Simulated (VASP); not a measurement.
# TiC (I4/mmm) in VASP: notebook

TiC is run at these levels: PBEsol; tasks: single point.

Program: VASP 6.6.1. These are calculated values, not measurements. Logs are shortened: lines on timing, memory, paths and dates and some standing lists are left out, and cuts for length are marked.

## 1. The cell of the first run

The structure is tetragonal, space group I4/mmm (No. 139). The conventional cell has a = 2.960 Å, b = 2.960 Å, c = 4.293 Å, α = 90.00°, β = 90.00°, γ = 90.00°. Within 2.8 Å of Ti (site symmetry 4/mmm) lie 6 C at 2.09 to 2.15 Å. C (site symmetry 4/mmm) has 6 Ti at 2.09 to 2.15 Å within 2.8 Å.

## 2. Single point, PBEsol (strain -0.025 along x and y, +0.000 along z)

The input, INCAR:

```
  ALGO = Normal
  EDIFF = 1E-6
  ENCUT = 520
  GGA = PS
  ISIF = 2
  ISMEAR = 0
  LASPH = T
  LCHARG = F
  LREAL = F
  LWAVE = F
  NBANDS = 15
  NELM = 80
  PREC = Accurate
  SIGMA = 0.15
```

The input, KPOINTS:

```
k-points
0
Gamma
  24 24 24
```

The input, POSCAR:

```
TiC
1.0
    0.0000000000      2.0930183472      2.1466854843
    2.0930183472      0.0000000000      2.1466854843
    2.0930183472      2.0930183472      0.0000000000
Ti C
1 1
Direct
    0.0000000000      0.0000000000      0.0000000000
    0.5000000000      0.5000000000      0.5000000000
```

Potentials or basis: VASP PAW PBE potentials, release 64 (Ti_sv, C).

Launch:

```console
> cat potpaw_PBE.64/Ti_sv/POTCAR potpaw_PBE.64/C/POTCAR > POTCAR
> mpirun -np 1 vasp_std > vasp.out
```

OUTCAR:

```text
EDIFF = 1E-6
   ENCUT = 520
   GGA = PS
   ISIF = 2
   ISMEAR = 0
   LASPH = T
   LREAL = F
   NELM = 80
   PREC = Accurate

 ion  position               nearest neighbor table
   1  0.000  0.000  0.000-   2 2.09   2 2.09   2 2.09   2 2.09   2 2.15   2 2.15
   2  0.500  0.500  0.500-   1 2.09   1 2.09   1 2.09   1 2.09   1 2.15   1 2.15

  LATTYP: Found a body centered tetragonal cell.
 ALAT       =     2.9599749329
 C/A-ratio  =     1.4504754486

  Lattice vectors:

 A1 = (  -2.0930183472,   0.0000000000,   2.1466854843)
 A2 = (   2.0930183472,   0.0000000000,   2.1466854843)
 A3 = (   0.0000000000,   2.0930183472,  -2.1466854843)

Analysis of symmetry for initial positions (statically):
=====================================================================
 Subroutine PRICEL returns:
 Original cell was already a primitive cell.

 Routine SETGRP: Setting up the symmetry group for a
 body centered tetragonal supercell.

 Subroutine GETGRP returns: Found 16 space group operations
 (whereof 16 operations were pure point group operations)
 out of a pool of 16 trial point group operations.

The static configuration has the point symmetry D_4h.

Analysis of symmetry for dynamics (positions and initial velocities):
=====================================================================
 Subroutine PRICEL returns:
 Original cell was already a primitive cell.

 Routine SETGRP: Setting up the symmetry group for a
 body centered tetragonal supercell.

 Subroutine GETGRP returns: Found 16 space group operations
 (whereof 16 operations were pure point group operations)
 out of a pool of 16 trial point group operations.

The dynamic configuration has the point symmetry D_4h.

 Subroutine INISYM returns: Found 16 space group operations
 (whereof 16 operations are pure point group operations),
 and found     1 'primitive' translations

----------------------------------------------------------------------------------------

                                     Primitive cell

  volume of cell :      18.8081

  direct lattice vectors                    reciprocal lattice vectors
     0.000000000  2.093018347  2.146685484    -0.238889449  0.238889449  0.232917213
     2.093018347  0.000000000  2.146685484     0.238889449 -0.238889449  0.232917213
     2.093018347  2.093018347  0.000000000     0.238889449  0.238889449 -0.232917213

  length of vectors
     2.998163500  2.998163500  2.959974933     0.410349565  0.410349565  0.410349565

  position of ions in fractional coordinates (direct lattice)
     0.000000000  0.000000000  0.000000000
     0.500000000  0.500000000  0.500000000

  ion indices of the primitive-cell ions
[... 82 lines left out ...]
   ISYM   =      2    0-nonsym 1-usesym 2-fastsym
   POTIM  = 0.5000    time-step for ionic-motion
   TEBEG  =    0.0;   TEEND  =   0.0 temperature during run
   PSTRESS=    0.0 pullay stress
   NELECT =      16.0000    total number of electrons
   NUPDOWN=      -1.0000    fix difference up-down
   EMIN   =  10.00;   EMAX   =-10.00  energy-range for DOS
   EFERMI =   0.00;   METHOD = LEGACY
   ISMEAR =     0;   SIGMA  =   0.15  broadening in eV -4-tet -1-fermi 0-gaus
   EFERMI_NEDOS =   21; number of points for ismear=-14 and -15
   IALGO  =     38    algorithm
   IMIX   =      4    mixing-type and parameters
     AMIX     =   0.40;   BMIX     =  1.00
     AMIX_MAG =   1.60;   BMIX_MAG =  1.00
  volume/ion in A,a.u.               =       9.40        63.46
  Fermi-wavevector in a.u.,A,eV,Ry     =   1.551196  2.931335 32.738459  2.406209
  Thomas-Fermi vector in A             =   2.655750
   LORBIT       =      0    0 simple, 1 ext, 2 COOP (PROOUT), +10 PAW based schemes
   GGA     = PS    functional components
   LHFCALC =     F    Hartree Fock is set to
   AEXX    =    0.0000 exact exchange contribution
   IVDW    =     0    specifies the selected vdW correction
   LEPSILON=     F    determine dielectric tensor
   LRPA    =     F    only Hartree local field effects (RPA)
 non-spin polarized calculation
 Gauss-broadening in eV      SIGMA  =   0.15
  energy-cutoff  :      520.00
  volume of cell :       18.81
 maximum number of plane-waves:       532
   NGX = 11   NGY = 11   NGZ = 11

 number of electron      16.0000000 magnetization

 Free energy of the ion-electron system (eV)
  ---------------------------------------------------
  ext. energy  EPLUGINS =         0.00000000
  ---------------------------------------------------
  free energy    TOTEN  =       -19.74499684 eV

  energy without entropy =      -19.74178859  energy(sigma->0) =      -19.74339272

 E-fermi :  10.2348     XC(G=0): -13.2635

 val. band max:       10.2291407912   @ k =   0.3750   0.3333   0.0000
 cond. band min:      10.2421968820   @ k =   0.5000   0.0000   0.5000
 fundamental gap:      0.0130560907
 Fermi energy:        10.2347776981

 k-point     1 :       0.0000    0.0000    0.0000
  band No.  band energies     occupation
      1     -45.8727      2.00000
      2     -21.9712      2.00000
      3     -21.9420      2.00000
      4     -21.9420      2.00000
      5      -2.4905      2.00000
      6      10.7783      0.00000
      7      10.9918      0.00000
      8      10.9918      0.00000
      9      11.9548      0.00000
     10      12.0047      0.00000
     11      12.0799      0.00000
     12      12.0799      0.00000
     13      12.2285      0.00000
     14      21.8998      0.00000
[... 401 lines left out ...]
      2     -22.6017      2.00000
      3     -22.0392      2.00000
      4     -21.9948      2.00000
      5       1.1349      2.00000
      6       4.3494      2.00000
      7       7.0866      2.00000
      8       7.2228      2.00000
      9      13.3373      0.00000
     10      13.3847      0.00000
     11      14.6251      0.00000
     12      18.7743      0.00000
     13      19.0464      0.00000
     14      19.3911      0.00000
     15      25.7722      0.00000

 [... further k-points ...]
[... 5 lines left out ...]
  --------------------------------------------------------------------------------------
  -------------------------------------------------------------------------------------
  Total        2.3391296      2.3391296      0.7942622      0.0000000     -0.0000000      0.0000000
  in kB      199.2601190    199.2601190     67.6596887      0.0000000     -0.0000000      0.0000000
  external PRESSURE =     155.3933089 kB  Pullay stress =       0.0000000 kB

 VOLUME and BASIS-vectors are now :
 -----------------------------------------------------------------------------
  energy-cutoff  :      520.00
  volume of cell :       18.81
      direct lattice vectors                 reciprocal lattice vectors
     0.000000000  2.093018347  2.146685484    -0.238889449  0.238889449  0.232917213
     2.093018347  0.000000000  2.146685484     0.238889449 -0.238889449  0.232917213
     2.093018347  2.093018347  0.000000000     0.238889449  0.238889449 -0.232917213

 POSITION                                       TOTAL-FORCE (eV/Angst)
 -----------------------------------------------------------------------------------
      0.00000      0.00000      0.00000         0.000000     -0.000000      0.000000
      2.09302      2.09302      2.14669         0.000000      0.000000     -0.000000
 -----------------------------------------------------------------------------------
    total drift:                                0.000000     -0.000000     -0.000000

  FREE ENERGIE OF THE ION-ELECTRON SYSTEM (eV)
  ---------------------------------------------------
  free  energy   TOTEN  =       -19.7449968401 eV

  energy  without entropy=      -19.7417885911  energy(sigma->0) =      -19.74339272
```

stdout:

```text
POSCAR found type information on POSCAR TiC
 POSCAR found :  2 types and       2 ions
 scaLAPACK will be used
 -----------------------------------------------------------------------------
|                                                                             |
|                                                                             |
|     You enforced a specific xc type in the INCAR file but a different       |
|     I HOPE YOU KNOW WHAT YOU ARE DOING!                                     |
|                                                                             |
 -----------------------------------------------------------------------------

 LDA part: xc-table for (Slater+PW92), standard interpolation
 POSCAR, INCAR and KPOINTS ok, starting setup
 FFT: planning ... GRIDC
 FFT: planning ... GRID_SOFT
 FFT: planning ... GRID
 WAVECAR not read
 entering main loop
```

It took 3.2 min on 1 thread of Intel Xeon Platinum 8259CL at 2.50GHz (Skylake/Cascade Lake), shared host; peak memory 0.4 GiB.

What came out:

```yaml
Free_energy: -19.7450 eV
Pressure: 15.5 GPa
Band_gap_on_the_k_mesh: zero (bands 8 and 9 overlap by 1.26 eV)
```

Levels at points of the mesh, in eV from the Fermi level:
```csv
k point,band 4,band 5,band 6,band 7,band 8,band 9,band 10,band 11,band 12,band 13
"(0.00, 0.00, 0.00)",-32.18,-12.73,0.54,0.76,0.76,1.72,1.77,1.85,1.85,1.99
"(0.50, 0.00, 0.00)",-32.23,-8.81,-6.24,-3.19,-3.13,3.17,3.30,4.58,8.58,8.78
"(0.50, 0.50, 0.00)",-32.39,-10.41,-3.68,-1.89,0.18,0.18,3.02,3.90,3.90,6.45
"(0.50, 0.00, 0.50)",-32.42,-10.37,-3.37,-1.93,-0.04,0.01,3.02,3.83,4.01,6.72
```

Caveat: the cell differs from its parent crystal (strain -0.025 along x and y, +0.000 along z); the cell stands under pressure; the PAW data sets were made with another functional, which shifts forces and pressure a little.

## 3. Single point, PBEsol (strain +0.000 along x and y, -0.025 along z)

The input, INCAR:

```
PREC = Accurate
ENCUT = 520
EDIFF = 1E-6
ISMEAR = 0
SIGMA = 0.15
LREAL = False
LASPH = True
NELM = 60
ALGO = Normal
ISIF = 2
LWAVE = False
LCHARG = False
GGA = PS
NBANDS = 15
```

The input, KPOINTS:

```
regular mesh
0
Gamma
  24 24 24
```

The input, POSCAR:

```
TiC
1.0
    0.0000000000      2.1466854843      2.0930183472
    2.1466854843      0.0000000000      2.0930183472
    2.1466854843      2.1466854843      0.0000000000
Ti C
1 1
Direct
    0.0000000000      0.0000000000      0.0000000000
    0.5000000000      0.5000000000      0.5000000000
```

Potentials or basis: VASP PAW PBE potentials, release 64 (Ti_sv, C).

Launch:

```console
> cat potpaw_PBE.64/Ti_sv/POTCAR potpaw_PBE.64/C/POTCAR > POTCAR
> mpirun -np 1 vasp_std > vasp.out
```

Run time: 2.8 min. Hardware: 1 thread of Intel Xeon Platinum 8259CL at 2.50GHz (Skylake/Cascade Lake), shared host; peak memory 0.4 GiB.

Results (log left out):

- Free energy: -19.7793 eV
- Pressure: 7.6 GPa
- Band gap on the k mesh: zero (bands 8 and 9 overlap by 1.42 eV)

Stress tensor (GPa, compression positive):
```
 3.31  0.00  0.00
 0.00  3.31  0.00
 0.00  0.00 16.02
```

Levels at points of the mesh, in eV from the Fermi level:
```csv
k point,band 4,band 5,band 6,band 7,band 8,band 9,band 10,band 11,band 12,band 13
"(0.00, 0.00, 0.00)",-32.26,-12.61,0.61,0.61,0.82,1.73,1.73,1.74,1.85,1.92
"(0.50, 0.00, 0.00)",-32.31,-8.82,-6.12,-3.10,-3.05,3.07,3.19,4.42,8.44,8.53
"(0.50, 0.50, 0.00)",-32.51,-10.24,-3.27,-1.87,-0.11,-0.11,2.94,3.79,3.79,6.54
"(0.50, 0.00, 0.50)",-32.47,-10.29,-3.57,-1.82,0.07,0.11,2.92,3.70,3.86,6.29
```

Caveat: the cell differs from its parent crystal (strain +0.000 along x and y, -0.025 along z); the cell stands under pressure; the PAW data sets were made with another functional, which shifts forces and pressure a little.

## 4. Single point, PBEsol (strain -0.025 along x and y, +0.025 along z)

The input, INCAR:

```
SYSTEM = TiC
  ALGO = Normal
  EDIFF = 1E-7
  ENCUT = 520
  GGA = PS
  ISIF = 2
  ISMEAR = 0
  LASPH = .True.
  LCHARG = .False.
  LREAL = .False.
  LWAVE = .False.
  NBANDS = 15
  NELM = 60
  PREC = Accurate
  SIGMA = 0.15
```

The input, KPOINTS:

```
k-points
0
Gamma
  24 24 24
  0 0 0
```

The input, POSCAR:

```
TiC
1.0
    0.0000000000      2.0930183472      2.2003526214
    2.0930183472      0.0000000000      2.2003526214
    2.0930183472      2.0930183472      0.0000000000
Ti C
1 1
Direct
    0.0000000000      0.0000000000      0.0000000000
    0.5000000000      0.5000000000      0.5000000000
```

Launch:

```console
> cat potpaw_PBE.64/Ti_sv/POTCAR potpaw_PBE.64/C/POTCAR > POTCAR
> mpirun -np 1 vasp_std > vasp.out
```

Run time: 3.3 min. Hardware: 1 thread of Intel Xeon Platinum 8259CL at 2.50GHz (Skylake/Cascade Lake), shared host; peak memory 0.42 GiB.

Results (log left out):

```
Free energy            : -19.7450 eV
Pressure               : 8.8 GPa
Band gap on the k mesh : zero (bands 8 and 9 overlap by 1.40 eV)
```

Stress tensor (GPa, compression positive):
```
16.41  0.00  0.00
 0.00 16.41  0.00
 0.00  0.00 -6.33
```

Levels at points of the mesh, in eV from the Fermi level:
```
           k point  band 6  band 7  band 8  band 9  band 10  band 11
(0.00, 0.00, 0.00)    0.42    0.82    0.82    1.58     1.62     1.85
(0.50, 0.00, 0.00)   -6.12   -3.15   -3.04    3.03     3.25     4.45
(0.50, 0.50, 0.00)   -3.84   -1.78    0.28    0.28     2.93     3.76
(0.50, 0.00, 0.50)   -3.27   -1.86   -0.12   -0.06     2.91     3.61
```

Caveat: the cell differs from its parent crystal (strain -0.025 along x and y, +0.025 along z); the cell stands under pressure; the PAW data sets were made with another functional, which shifts forces and pressure a little.

## 5. Single point, PBEsol (strain -0.025 along x and y, +0.050 along z)

The input, INCAR:

```
SYSTEM = TiC
PREC = Accurate ; ENCUT = 520
EDIFF = 1E-6 ; ISMEAR = 0
SIGMA = 0.15 ; LREAL = .FALSE.
LASPH = .TRUE. ; NELM = 100
ALGO = Normal ; ISIF = 2
LWAVE = .FALSE. ; LCHARG = .FALSE.
GGA = PS ; NBANDS = 15
```

The input, KPOINTS:

```
Automatic mesh
0
G
  24 24 24
  0 0 0
```

The input, POSCAR:

```
TiC
1.0
    0.0000000000      2.0930183472      2.2540197585
    2.0930183472      0.0000000000      2.2540197585
    2.0930183472      2.0930183472      0.0000000000
Ti C
1 1
Direct
    0.0000000000      0.0000000000      0.0000000000
    0.5000000000      0.5000000000      0.5000000000
```

Potentials or basis: VASP PAW PBE potentials, release 64 (Ti_sv, C).

Launch:

```console
> cat potpaw_PBE.64/Ti_sv/POTCAR potpaw_PBE.64/C/POTCAR > POTCAR
> mpirun -np 1 vasp_std > vasp.out
```

OUTCAR:

```text
SYSTEM = TiC
   PREC = Accurate
   ENCUT = 520
   EDIFF = 1E-6
   ISMEAR = 0
   LREAL = .FALSE.
   LASPH = .TRUE.
   NELM = 100
   ISIF = 2
   GGA = PS

 ion  position               nearest neighbor table
   1  0.000  0.000  0.000-   2 2.09   2 2.09   2 2.09   2 2.09   2 2.25   2 2.25
   2  0.500  0.500  0.500-   1 2.09   1 2.09   1 2.09   1 2.09   1 2.25   1 2.25

  LATTYP: Found a body centered tetragonal cell.
 ALAT       =     2.9599749329
 C/A-ratio  =     1.5229992210

  Lattice vectors:

 A1 = (  -2.0930183472,   0.0000000000,   2.2540197585)
 A2 = (   2.0930183472,   0.0000000000,   2.2540197585)
 A3 = (   0.0000000000,   2.0930183472,  -2.2540197585)

Analysis of symmetry for initial positions (statically):
=====================================================================
 Subroutine PRICEL returns:
 Original cell was already a primitive cell.

 Routine SETGRP: Setting up the symmetry group for a
 body centered tetragonal supercell.

 Subroutine GETGRP returns: Found 16 space group operations
 (whereof 16 operations were pure point group operations)
 out of a pool of 16 trial point group operations.

The static configuration has the point symmetry D_4h.

Analysis of symmetry for dynamics (positions and initial velocities):
[... 172 lines left out ...]
      5      -2.8629      2.00000
      6       9.9436      0.00459
      7      10.5308      0.00000
      8      10.5308      0.00000
      9      11.0181      0.00000
     10      11.1785      0.00000
     11      11.4830      0.00000
     12      11.4830      0.00000
     13      11.7173      0.00000
     14      20.6709      0.00000
[... 401 lines left out ...]
      2     -23.2484      2.00000
      3     -22.8268      2.00000
      4     -22.6892      2.00000
      5       0.5485      2.00000
      6       3.9790      2.00000
      7       6.5694      2.00000
      8       6.8074      2.00000
      9      12.5257      0.00000
     10      12.6801      0.00000
     11      13.7845      0.00000
     12      17.4125      0.00000
     13      18.3091      0.00000
     14      18.3726      0.00000
     15      24.3871      0.00000

 [... further k-points ...]
[... 5 lines left out ...]
  --------------------------------------------------------------------------------------
  -------------------------------------------------------------------------------------
  Total        1.6272669      1.6272669     -2.0023839      0.0000000     -0.0000000     -0.0000000
  in kB      132.0187396    132.0187396   -162.4516539      0.0000000     -0.0000000     -0.0000000
  external PRESSURE =      33.8619418 kB  Pullay stress =       0.0000000 kB

 VOLUME and BASIS-vectors are now :
 -----------------------------------------------------------------------------
  energy-cutoff  :      520.00
  volume of cell :       19.75
      direct lattice vectors                 reciprocal lattice vectors
     0.000000000  2.093018347  2.254019759    -0.238889449  0.238889449  0.221825917
     2.093018347  0.000000000  2.254019759     0.238889449 -0.238889449  0.221825917
     2.093018347  2.093018347  0.000000000     0.238889449  0.238889449 -0.221825917

 POSITION                                       TOTAL-FORCE (eV/Angst)
 -----------------------------------------------------------------------------------
      0.00000      0.00000      0.00000         0.000000     -0.000000      0.000000
      2.09302      2.09302      2.25402         0.000000      0.000000     -0.000000
 -----------------------------------------------------------------------------------
    total drift:                                0.000000     -0.000000     -0.000000

  FREE ENERGIE OF THE ION-ELECTRON SYSTEM (eV)
  ---------------------------------------------------
  free  energy   TOTEN  =       -19.7115607128 eV

  energy  without entropy=      -19.7082722305  energy(sigma->0) =      -19.70991647
```

It took 3 min on 1 thread of Intel Xeon Platinum 8259CL at 2.50GHz (Skylake/Cascade Lake), shared host; peak memory 0.41 GiB.

Results:

| Property | Result |
| --- | --- |
| Free energy | -19.7116 eV |
| Pressure | 3.4 GPa |
| Band gap on the k mesh | zero (bands 8 and 9 overlap by 1.50 eV) |

Caveat: the cell differs from its parent crystal (strain -0.025 along x and y, +0.050 along z); the cell stands under pressure; the PAW data sets were made with another functional, which shifts forces and pressure a little.

## 6. Summary

| cell | gap on the mesh (eV) | pressure (GPa) |
| --- | --- | --- |
| a = 2.998, b = 2.998, c = 2.960 Å, angles 60.4, 60.4, 59.2°, 2 atoms | none | 15.5 |
| a = 2.998, b = 2.998, c = 3.036 Å, angles 59.6, 59.6, 60.8°, 2 atoms | none | 7.6 |
| a = 3.037, b = 3.037, c = 2.960 Å, angles 60.8, 60.8, 58.3°, 2 atoms | none | 8.8 |
| a = 3.076, b = 3.076, c = 2.960 Å, angles 61.2, 61.2, 57.5°, 2 atoms | none | 3.4 |

Alike in all rows: task single point; level PBEsol; potentials or basis VASP PAW PBE potentials, release 64 (Ti_sv, C); no spin polarisation; k mesh 24 × 24 × 24; cutoff (eV) 520; smearing gaussian 0.15 eV.

Caveats: the cell stands under pressure; the PAW data sets were made with another functional, which shifts forces and pressure a little.

Total energies depend on the potentials used, so only differences within one code and one set of settings carry meaning.
